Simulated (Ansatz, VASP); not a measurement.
**MgO in VASP and in Ansatz**

```
Mg O
1.0
     3.69740    0.00000    0.00000
    -1.84870    3.20204    0.00000
     0.00000    0.00000    4.11220
Mg O
2 2
Direct
  0.66667 0.33333 0.75000
  0.33333 0.66667 0.25000
  0.66667 0.33333 0.25000
  0.33333 0.66667 0.75000
```

Alike in both runs: task single point; functional PBE; k mesh 9 × 9 × 6; occupations gaussian, width 0.05 eV; no spin polarisation.

|  | VASP | Ansatz |
| --- | --- | --- |
| version | VASP 6.6.1 | Ansatz 0.2.0 |
| potentials or method | VASP PAW PBE potentials, release 64 (Mg, O), cutoff 520 eV | scalar-relativistic, plane waves, PAW |
| valence electrons in the cell | 16 | 32 |

```tsv
	VASP	Ansatz	Ansatz less VASP
gap on the k mesh at the Fermi level (eV)	3.07	3.09	+0.019
least direct gap on the mesh (eV)	3.07	3.09	+0.019
pressure (GPa)	-6.2	-5.6	+0.56
traceless stress, the component that is largest in VASP (GPa)	6.08	6.14	+0.059
```

With one functional, cell and mesh, what is left measures potentials, basis and numerics. VASP's potentials hold 16 valence electrons a cell and Ansatz's 32, so a difference there can come from the potentials and not from the codes.
